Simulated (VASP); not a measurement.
# B (Im-3m) in VASP: further runs

The runs below take B through relaxation of cell and atoms, single point, with r2SCAN.

Program: VASP 6.6.1. These are calculated values, not measurements. Logs are shortened: lines on timing, memory, paths and dates and some standing lists are left out, and cuts for length are marked.

### 1 The cell of the first run

The structure is cubic, space group Im-3m (No. 229). Conventional cell: a = 2.358 Å, b = 2.358 Å, c = 2.358 Å, α = 90.00°, β = 90.00°, γ = 90.00°. Within 2.7 Å of B (site symmetry m-3m) lie 14 B at 2.04 to 2.36 Å.

### 2 Relaxation of cell and atoms, r2SCAN

Input file POSCAR:

```
B
1.0
   -1.1789190289      1.1789190289      1.1789190289
    1.1789190289     -1.1789190289      1.1789190289
    1.1789190289      1.1789190289     -1.1789190289
B
1
Direct
    0.0000000000      0.0000000000      0.0000000000
```

Input file INCAR.step1:

```
PREC = Accurate ; ENCUT = 600
ISMEAR = -1 ; SIGMA = 0.1
LREAL = F ; LASPH = T
NELM = 80 ; GGA = PE
ALGO = Normal ; EDIFF = 1E-4
LWAVE = T ; LCHARG = F
```

Input file INCAR.step2:

```
PREC = Accurate ; ENCUT = 600
EDIFF = 1E-6 ; ISMEAR = -1
SIGMA = 0.1 ; LREAL = F
LASPH = T ; NELM = 80
ALGO = Normal ; ISIF = 3
LWAVE = F ; LCHARG = F
METAGGA = R2SCAN ; LMIXTAU = T
IBRION = 2 ; NSW = 80
EDIFFG = -0.01 ; ISTART = 1
```

Input file KPOINTS:

```
regular mesh
0
Gamma
  18 18 18
```

Potentials or basis: VASP PAW PBE potentials, release 64 (B).

On the command line:

```sh
$ cat potpaw_PBE.64/B/POTCAR > POTCAR
$ cp INCAR.step1 INCAR
$ mpirun -np 1 vasp_std > vasp.out
$ cp INCAR.step2 INCAR
$ mpirun -np 1 vasp_std > vasp.out
```

OUTCAR:

```text
PREC = Accurate
   ENCUT = 600
   EDIFF = 1E-6
   ISMEAR = -1
   LREAL = F
   LASPH = T
   NELM = 80
   ISIF = 3
   METAGGA = R2SCAN
   IBRION = 2
   NSW = 80
   EDIFFG = -0.01
   ISTART = 1

 ion  position               nearest neighbor table
   1  0.000  0.000  0.000-

  LATTYP: Found a body centered cubic cell.
 ALAT       =     2.3578380578

  Lattice vectors:

 A1 = (  -1.1789190289,   1.1789190289,   1.1789190289)
 A2 = (   1.1789190289,  -1.1789190289,   1.1789190289)
 A3 = (   1.1789190289,   1.1789190289,  -1.1789190289)

Analysis of symmetry for initial positions (statically):
=====================================================================
 Subroutine PRICEL returns:
 Original cell was already a primitive cell.

 Routine SETGRP: Setting up the symmetry group for a
 body centered cubic supercell.

 Subroutine GETGRP returns: Found 48 space group operations
 (whereof 48 operations were pure point group operations)
 out of a pool of 48 trial point group operations.

The static configuration has the point symmetry O_h .

Analysis of symmetry for dynamics (positions and initial velocities):
=====================================================================
 Subroutine PRICEL returns:
 Original cell was already a primitive cell.

 Routine SETGRP: Setting up the symmetry group for a
 body centered cubic supercell.

 Subroutine GETGRP returns: Found 48 space group operations
 (whereof 48 operations were pure point group operations)
 out of a pool of 48 trial point group operations.

The dynamic configuration has the point symmetry O_h .

 Subroutine INISYM returns: Found 48 space group operations
 (whereof 48 operations are pure point group operations),
 and found     1 'primitive' translations

----------------------------------------------------------------------------------------

                                     Primitive cell

  volume of cell :       6.5541

  direct lattice vectors                    reciprocal lattice vectors
    -1.178919029  1.178919029  1.178919029     0.000000000  0.424117338  0.424117338
     1.178919029 -1.178919029  1.178919029     0.424117338  0.000000000  0.424117338
     1.178919029  1.178919029 -1.178919029     0.424117338  0.424117338  0.000000000

  length of vectors
     2.041947656  2.041947656  2.041947656     0.599792491  0.599792491  0.599792491

  position of ions in fractional coordinates (direct lattice)
     0.000000000  0.000000000  0.000000000

  ion indices of the primitive-cell ions
   primitive index   ion index
                 1           1

----------------------------------------------------------------------------------------

 KPOINTS: regular mesh

Automatic generation of k-mesh.
 Grid dimensions read from file:
 generate k-points for:   18   18   18

 Generating k-lattice:

  Cartesian coordinates                     Fractional coordinates (reciprocal lattice)
     0.000000000  0.023562074  0.023562074     0.055555556  0.000000000  0.000000000
     0.023562074  0.000000000  0.023562074     0.000000000  0.055555556  0.000000000
     0.023562074  0.023562074  0.000000000     0.000000000  0.000000000  0.055555556

  Length of vectors
     0.033321805  0.033321805  0.033321805

  Shift w.r.t. Gamma in fractional coordinates (k-lattice)
     0.000000000  0.000000000  0.000000000

 Subroutine IBZKPT returns following result:
 ===========================================

 Found    195 irreducible k-points:

 Following reciprocal coordinates:
            Coordinates               Weight
  0.000000  0.000000  0.000000      1.000000
  0.055556  0.000000  0.000000     12.000000
  0.111111  0.000000  0.000000     12.000000
  0.166667  0.000000  0.000000     12.000000
  0.222222  0.000000  0.000000     12.000000
  0.277778  0.000000  0.000000     12.000000
[... 16 lines left out ...]
  0.333333  0.111111 -0.000000     48.000000
  0.388889  0.111111 -0.000000     48.000000
 [... further k-points ...]
   k-points           NKPTS =    195   k-points in BZ     NKDIM =    195   number of bands    NBANDS=      5
   number of dos      NEDOS =    301   number of ions     NIONS =      1
   total plane-waves  NPLWV =   4096
   dimension x,y,z NGX =    16 NGY =   16 NGZ =   16
   dimension x,y,z NGXF=    32 NGYF=   32 NGZF=   32
   ions per type =               1
   NGX,Y,Z   is equivalent  to a cutoff of  13.03, 13.03, 13.03 a.u.
   NGXF,Y,Z  is equivalent  to a cutoff of  26.05, 26.05, 26.05 a.u.
 SYSTEM =  unknown system
   PREC   = accura    normal or accurate (medium, high low for compatibility)
   ISTART =      1    job   : 0-new  1-cont  2-samecut
   ICHARG =      0    charge: 1-file 2-atom 10-const
   ISPIN  =      1    spin polarized calculation?
   LNONCOLLINEAR =      F non collinear calculations
   LSORBIT =      F    spin-orbit coupling
   LASPH  =      T    aspherical Exc in radial PAW
   ENCUT  =  600.0 eV  44.10 Ry    6.64 a.u.   4.08  4.08  4.08*2*pi/ulx,y,z
   NELM   =     80;   NELMIN=  2; NELMDL=  0     # of ELM steps
   EDIFF  = 0.1E-05   stopping-criterion for ELM
   LREAL  =      F    real-space projection
   EDIFFG = -.1E-01   stopping-criterion for IOM
   NSW    =     80    number of steps for IOM
   IBRION =      2    ionic relax: 0-MD 1-quasi-New 2-CG
   NFREE  =      1    steps in history (QN), initial steepest desc. (CG)
   ISIF   =      3    stress and relaxation
   ISYM   =      2    0-nonsym 1-usesym 2-fastsym
   POTIM  = 0.5000    time-step for ionic-motion
   TEBEG  =    0.0;   TEEND  =   0.0 temperature during run
   PSTRESS=    0.0 pullay stress
   NELECT =       3.0000    total number of electrons
   NUPDOWN=      -1.0000    fix difference up-down
   EMIN   =  10.00;   EMAX   =-10.00  energy-range for DOS
   EFERMI =   0.00;   METHOD = LEGACY
   ISMEAR =    -1;   SIGMA  =   0.10  broadening in eV -4-tet -1-fermi 0-gaus
   EFERMI_NEDOS =   21; number of points for ismear=-14 and -15
   IALGO  =     38    algorithm
   IMIX   =      4    mixing-type and parameters
     AMIX     =   0.40;   BMIX     =  1.00
     AMIX_MAG =   1.60;   BMIX_MAG =  1.00
  volume/ion in A,a.u.               =       6.55        44.23
  Fermi-wavevector in a.u.,A,eV,Ry     =   1.261667  2.384204 21.657789  1.591803
  Thomas-Fermi vector in A             =   2.395114
   LORBIT       =      0    0 simple, 1 ext, 2 COOP (PROOUT), +10 PAW based schemes
   METAGGA = R2SCAN    functional components
   LHFCALC =     F    Hartree Fock is set to
   AEXX    =    0.0000 exact exchange contribution
   IVDW    =     0    specifies the selected vdW correction
   LEPSILON=     F    determine dielectric tensor
   LRPA    =     F    only Hartree local field effects (RPA)
 conjugate gradient relaxation of ions
 non-spin polarized calculation
  energy-cutoff  :      600.00
  volume of cell :        6.55
 maximum number of plane-waves:       236
   NGX =  9   NGY =  9   NGZ =  9

--------------------------------------- Ionic step        1  -------------------------------------------

 number of electron       3.0000000 magnetization

 Free energy of the ion-electron system (eV)
  ---------------------------------------------------
  ext. energy  EPLUGINS =         0.00000000
  ---------------------------------------------------
  free energy    TOTEN  =        -5.48320847 eV

  energy without entropy =       -5.47459967  energy(sigma->0) =       -5.47890407

 E-fermi :   9.3400     XC(G=0): -13.6956

 val. band max:        9.2733589092   @ k =  -0.4444   0.4444   0.3333
 cond. band min:       9.3730652718   @ k =   0.2778   0.1111   0.1111
 fundamental gap:      0.0997063626
 Fermi energy:         9.3399561271

 k-point     1 :       0.0000    0.0000    0.0000
  band No.  band energies     occupation
      1      -9.8336      2.00000
      2      25.4115      0.00000
      3      25.4115      0.00000
      4      25.4116      0.00000
      5      43.4906      0.00000

 k-point     2 :       0.0556    0.0000    0.0000
  band No.  band energies     occupation
      1      -9.6884      2.00000
      2      24.9263      0.00000
      3      25.0565      0.00000
      4      25.3236      0.00000
      5      42.1596      0.00000

 k-point     3 :       0.1111    0.0000    0.0000
  band No.  band energies     occupation
      1      -9.2531      2.00000
      2      23.4581      0.00000
      3      24.1393      0.00000
      4      25.0669      0.00000
      5      39.3907      0.00000
[... 225 lines left out ...]
 POSITION                                       TOTAL-FORCE (eV/Angst)
 -----------------------------------------------------------------------------------
      1.14122      1.14122      1.14122        -0.000000     -0.000000     -0.000000
 -----------------------------------------------------------------------------------
    total drift:                                0.000000     -0.000000      0.000000

  FREE ENERGIE OF THE ION-ELECTRON SYSTEM (eV)
  ---------------------------------------------------
  free  energy   TOTEN  =        -5.5107967725 eV

  energy  without entropy=       -5.5040166086  energy(sigma->0) =       -5.50740669

--------------------------------------- Ionic step        3  -------------------------------------------

 number of electron       3.0000000 magnetization

 Free energy of the ion-electron system (eV)
  ---------------------------------------------------
  ext. energy  EPLUGINS =         0.00000000
  ---------------------------------------------------
  free energy    TOTEN  =        -5.51184241 eV

  energy without entropy =       -5.50487972  energy(sigma->0) =       -5.50836107

 E-fermi :  10.3817     XC(G=0): -14.0675

 val. band max:       10.2585328682   @ k =  -0.4444   0.4444   0.3333
 cond. band min:      10.4076122215   @ k =   0.2778   0.1111   0.1111
 fundamental gap:      0.1490793532
 Fermi energy:        10.3817012645

 k-point     1 :       0.0000    0.0000    0.0000
  band No.  band energies     occupation
      1      -9.8437      2.00000
      2      27.6246      0.00000
      3      27.6246      0.00000
      4      27.6246      0.00000
      5      46.0814      0.00000

 k-point     2 :       0.0556    0.0000    0.0000
  band No.  band energies     occupation
      1      -9.6924      2.00000
      2      27.1015      0.00000
      3      27.2323      0.00000
      4      27.5256      0.00000
      5      44.6385      0.00000

 k-point     3 :       0.1111    0.0000    0.0000
  band No.  band energies     occupation
      1      -9.2387      2.00000
      2      25.5137      0.00000
      3      26.2255      0.00000
      4      27.2367      0.00000
      5      41.7295      0.00000
[... 190 lines left out ...]
 POSITION                                       TOTAL-FORCE (eV/Angst)
 -----------------------------------------------------------------------------------
      0.00000      0.00000      0.00000         0.000000     -0.000000      0.000000
 -----------------------------------------------------------------------------------
    total drift:                               -0.000000      0.000000      0.000000

  FREE ENERGIE OF THE ION-ELECTRON SYSTEM (eV)
  ---------------------------------------------------
  free  energy   TOTEN  =        -5.5118424114 eV

  energy  without entropy=       -5.5048797204  energy(sigma->0) =       -5.50836107

 reached required accuracy - stopping structural energy minimisation
```

Wall time 13 s (1 thread of Intel Xeon 6975P-C (Granite Rapids), shared host); peak memory 0.11 GiB.

Results:

```
Free energy                            : -5.5118 eV
Relaxed volume                         : 6.03 Å³/atom
Relaxed cell                           : a = 1.986 Å, b = 1.986 Å, c = 1.986 Å, α = 109.47°, β = 109.47°, γ = 109.47°
Space group after relaxing (to 0.05 Å) : Im-3m (No. 229)
Energy gained by relaxing              : 28.6 meV/atom
Ionic steps                            : 3
Pressure after relaxing                : 0.1 GPa
```

The path:
```
step  energy change (eV)  largest force (eV/Å)  pressure (GPa)  volume (Å³)
   1              0.0000                0.0000          -16.20         6.55
   2             -0.0276                0.0000            3.76         5.95
   3             -0.0286                0.0000            0.13         6.03
```

Final structure:
```cif
data_structure
_symmetry_space_group_name_H-M 'P 1'
_symmetry_Int_Tables_number 1
_cell_length_a 1.9864
_cell_length_b 1.9864
_cell_length_c 1.9864
_cell_angle_alpha 109.471
_cell_angle_beta 109.471
_cell_angle_gamma 109.471
_cell_volume 6.03
loop_
_atom_site_label
_atom_site_type_symbol
_atom_site_fract_x
_atom_site_fract_y
_atom_site_fract_z
_atom_site_occupancy
B1 B 0.00000 0.00000 0.00000 1
```

Levels at points of the mesh, in eV from the Fermi level:
```
           k point  band 1  band 2  band 3  band 4
(0.00, 0.00, 0.00)  -20.23   17.24   17.24   17.24
(0.50, 0.00, 0.00)   -9.93   -5.06    9.71   13.90
(0.50, 0.50, 0.50)    0.56    0.56    0.56   10.39
```

Caveat: the PAW data sets were made with another functional, which shifts forces and pressure a little.

### 3 Single point, r2SCAN, non-collinear spin, zero start, spin-orbit coupling

This run uses another cell than the first one, of 6.04 Å³/atom, 0.922 times its volume.

Input file POSCAR:

```
B
1.0
   -1.1474615458      1.1474615458      1.1474615458
    1.1474615458     -1.1474615458      1.1474615458
    1.1474615458      1.1474615458     -1.1474615458
B
1
Direct
    0.0000000000      0.0000000000      0.0000000000
```

Input file INCAR.step1:

```
ALGO = Normal ; EDIFF = 1E-4
ENCUT = 520 ; GGA = PE
GGA_COMPAT = False ; ISMEAR = -1
LASPH = True ; LCHARG = False
LREAL = False ; LSORBIT = True
LWAVE = True ; MAGMOM = 0 0 0
NBANDS = 14 ; NELM = 150
PREC = Accurate ; SIGMA = 0.1
```

Input file INCAR.step2:

```
ALGO = Normal ; EDIFF = 1E-6
ENCUT = 520 ; GGA_COMPAT = False
ISIF = 2 ; ISMEAR = -1
ISTART = 1 ; LASPH = True
LCHARG = True ; LMIXTAU = True
LORBIT = 11 ; LORBMOM = True
LREAL = False ; LSORBIT = True
LVHAR = True ; LWAVE = False
MAGMOM = 0 0 0 ; METAGGA = R2SCAN
NBANDS = 14 ; NELM = 150
PREC = Accurate ; SIGMA = 0.1
```

Input file KPOINTS:

```
k-points
0
Gamma
  19 19 19
```

Potentials or basis: VASP PAW PBE potentials, release 64 (B).

On the command line:

```sh
$ cat potpaw_PBE.64/B/POTCAR > POTCAR
$ cp INCAR.step1 INCAR
$ mpirun -np 1 vasp_ncl > vasp.out
$ cp INCAR.step2 INCAR
$ mpirun -np 1 vasp_ncl > vasp.out
```

It took 56 s on 1 thread of Intel Xeon 6975P-C (Granite Rapids), shared host; peak memory 0.15 GiB.

It converged, with:

* Free energy: -5.5072 eV
* Pressure: -0.4 GPa
* Net moment: 0.00 μB per cell
* Valence electrons inside the program's atomic spheres: B 1.74

Moments on the atoms (μB; x, y, z):
```
B   0.00 0.00 0.00
```

Caveat: the PAW data sets were made with another functional, which shifts forces and pressure a little.

(Part 1 of 2 ends here.)
